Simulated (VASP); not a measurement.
Write the native input for VASP 6.6.1 that does the following.

| Item | Value |
| --- | --- |
| Task | single point |
| Functional | BLYP |
| Potentials or basis | VASP PAW PBE potentials, release 64 (Bi_d) |
| Cutoff | 500 eV |
| k mesh | 11 × 11 × 3 |
| Occupations | fermi-dirac, width 0.1 eV |
| Spin | no spin polarisation |
| Dipole correction | no |
| Further INCAR settings | ALGO = Normal; EDIFF = 1e-06; NBANDS = 38 |

The structure of Bi lies in POSCAR:

```
Bi
1.0
    3.7018988110      0.0000000000      0.0000000000
   -1.8509494055      3.2059384126      0.0000000000
    0.0000000000      0.0000000000     12.5228505287
Bi
4
Direct
    1.0000000000      0.0000000000      1.0000000000
    1.0000000000      0.0000000000      0.5000000000
    0.3333333333      0.6666666667      0.2500000000
    0.6666666667      0.3333333333      0.7500000000
```

This isn't the form of Bi at room conditions, which is rhombohedral.

The input as run:

INCAR

```
SYSTEM = Bi
AGGAC = 1.0 ; AGGAX = 1.0
ALDAC = 0.0 ; ALDAX = 1.0
ALGO = Normal ; EDIFF = 1E-6
ENCUT = 500 ; GGA = B5
GGA_COMPAT = .FALSE. ; ISIF = 2
ISMEAR = -1 ; LASPH = .TRUE.
LCHARG = .FALSE. ; LREAL = .FALSE.
LWAVE = .FALSE. ; NBANDS = 38
NELM = 120 ; PREC = Accurate
SIGMA = 0.1
```

KPOINTS

```
k-points
0
G
  11 11 3
  0 0 0
```

Potentials or basis: VASP PAW PBE potentials, release 64 (Bi_d).

The run is started by

```sh
$ cat potpaw_PBE.64/Bi_d/POTCAR > POTCAR
$ mpirun -np 1 vasp_std > vasp.out
```

Results of the run:

```
Pressure               : -2.6 GPa
Band gap on the k mesh : zero (bands 30 and 31 overlap by 4.83 eV)
```

Caveat: the PAW data sets were made with another functional, which shifts forces and pressure a little; spin-orbit coupling is left out, which moves the levels of the heavy elements.

It took 2.4 min on 1 thread of Intel(R) Xeon(R) Platinum 8259CL CPU @ 2.50GHz (Skylake/Cascade Lake), on a shared host, peak memory 0.31 GiB.
